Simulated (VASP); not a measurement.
SnGeTe2, 4 atoms in the cell. It takes space group R-3m (No. 166, trigonal). Conventional cell: a = 4.362 Å, b = 4.362 Å, c = 21.444 Å, α = 90.00°, β = 90.00°, γ = 120.00°. Within 4.0 Å of Ge (site symmetry -3m) lie 6 Te at 3.02 Å. Sn (site symmetry -3m) has 6 Te at 3.16 Å and 6 Sn at 4.36 Å and 6 Ge at 4.37 Å within 4.4 Å. Te (site symmetry 3m) has 3 Ge at 3.02 Å and 3 Sn at 3.16 Å within 4.0 Å. 

* Program: VASP 6.6.1
* Task: single point
* Functional: PBE
* Potentials or basis: VASP PAW PBE potentials, release 64 (Ge_d, Sn_d, Te)
* Cutoff: 520 eV
* k mesh: 8 × 8 × 8
* Occupations: gaussian, width 0.01 eV
* Spin: no spin polarisation
* Dipole correction: no
* Further INCAR settings: ALGO = Normal; EDIFF = 1e-06; NBANDS = 28

Potentials or basis: VASP PAW PBE potentials, release 64 (Ge_d, Sn_d, Te).

Run with:

```sh
$ cat potpaw_PBE.64/Ge_d/POTCAR potpaw_PBE.64/Sn_d/POTCAR potpaw_PBE.64/Te/POTCAR > POTCAR
$ mpirun -np 1 vasp_std > vasp.out
```

Hardware: 1 thread of Intel(R) Xeon(R) 6975P-C (Granite Rapids) (shared host).

Problem. Estimate the wall time of this run.

Solution. Run time: 3.6 min on 1 thread of Intel(R) Xeon(R) 6975P-C (Granite Rapids) (shared host), peak memory 0.55 GiB. Counts: scf iterations 12, k points 65.
